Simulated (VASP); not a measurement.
A run of VASP 6.6.1 is set up as follows.

Contents of INCAR:

```
PREC     = Accurate       # precision mode
ENCUT    = 520            # plane-wave cutoff, eV
EDIFF    = 1E-6           # SCF threshold, eV
ISMEAR   = 0              # smearing method
SIGMA    = 0.05           # smearing width, eV
LREAL    = False          # projectors in reciprocal space
LASPH    = True           # aspherical terms in the spheres
NELM     = 80             # most SCF steps
ALGO     = Normal         # electronic algorithm
ISIF     = 2              # what is computed and relaxed
LWAVE    = False          # write WAVECAR
LCHARG   = False          # write CHGCAR
GGA      = PE             # functional
NBANDS   = 11             # bands
```

File KPOINTS:

```
Automatic mesh
0
Gamma
  10 10 10
```

File POSCAR:

```
MgO
1.0
    0.0000000000      1.9674036875      2.1269229054
    2.1269229054      0.0000000000      2.1269229054
    2.1269229054      1.9674036875      0.0000000000
Mg O
1 1
Direct
    0.0000000000      0.0000000000      0.0000000000
    0.5000000000      0.5000000000      0.5000000000
```

Potentials or basis: VASP PAW PBE potentials, release 64 (Mg, O).

Command:

```console
$ cat potpaw_PBE.64/Mg/POTCAR potpaw_PBE.64/O/POTCAR > POTCAR
$ mpirun -np 1 vasp_std > vasp.out
```

Question: Predict the band gap on the k mesh.

Answer: 5.11 eV.

Question: What does it give for the pressure?

Answer: 15.4 GPa.

Stress tensor (GPa, compression positive):
```
 7.10  0.00  0.00
 0.00 31.98  0.00
 0.00  0.00  7.10
```

Caveat: the cell differs from its parent crystal (strain -0.0750 x Voigt [0, 1, 0, 0, 0, 0]); the cell stands under pressure.
